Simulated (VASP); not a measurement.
Runs of VASP 6.6.1 on TePb. The structure is that of space group Fm-3m (No. 225), or close to it. The cells are those of the table. 

```csv
task,cell,k mesh,smearing,gap on the mesh (eV),pressure (GPa),relaxed volume (Å³/atom)
single point,"a = 4.512 Å, angles 60.0°, 2 atoms",8 × 8 × 8,gaussian 0.02 eV,0.55,0.1,-
single point,"a = 4.511 Å, angles 60.0°, 2 atoms",10 × 10 × 10,gaussian 0.02 eV,0.55,0.1,-
relaxation of cell and atoms,"relaxed from a = 4.626 Å, angles 60.0°, 2 atoms",8 × 8 × 8,gaussian 0.02 eV,0.56,0.0,32.52
relaxation of cell and atoms,"relaxed from a = 4.512 Å, angles 60.0°, 2 atoms",10 × 10 × 10,gaussian 0.02 eV,0.56,0.0,32.51
single point,"a = 4.626 Å, angles 60.0°, 2 atoms",6 × 6 × 6,gaussian 0.1 eV,0.71,(a),-
```

Alike in all rows: level LDA; potentials or basis VASP PAW LDA potentials, release 64 (Pb_d, Te); no spin polarisation; cutoff (eV) 500.

Task: Estimate the missing entries.

Result: (a) -3.0.

Caveats: spin-orbit coupling is left out, which moves the levels of the heavy elements; the cell stands under tension (at least some runs).

A k mesh can miss the band edges, and the runs leave out spin-orbit coupling on Pb, Te.
